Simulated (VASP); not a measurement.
Input of a VASP 6.6.1 run:

Contents of INCAR:

```
PREC = Accurate
ENCUT = 520
EDIFF = 1E-6
ISMEAR = 0
SIGMA = 0.018000000000000002
LREAL = False
LASPH = True
NELM = 80
ALGO = Normal
ISIF = 2
LWAVE = False
LCHARG = False
GGA = PE
NBANDS = 16
```

Contents of KPOINTS:

```
Automatic mesh
0
Gamma
  10 10 9
```

POSCAR

```
WC
1.0
    2.9065000000      0.0000000000      0.0000000000
   -1.4532500000      2.5171028361      0.0000000000
    0.0000000000      0.0000000000      2.8366000000
W C
1 1
Direct
    0.0000000000      0.0000000000      0.0000000000
    0.6666666667      0.3333333333      0.5000000000
```

Potentials or basis: VASP PAW PBE potentials, release 64 (W_sv, C).

Command:

```bash
$ cat potpaw_PBE.64/W_sv/POTCAR potpaw_PBE.64/C/POTCAR > POTCAR
$ mpirun -np 1 vasp_std > vasp.out
```

(1) What does it give for the pressure?

(2) What does it give for the band gap on the k mesh?

## Answers

(1) 6.7 GPa.

(2) zero (band 9 reaches 11.73 eV, above the bottom of band 10 at 10.54 eV).

Caveat: spin-orbit coupling is left out, which moves the levels of the heavy elements.
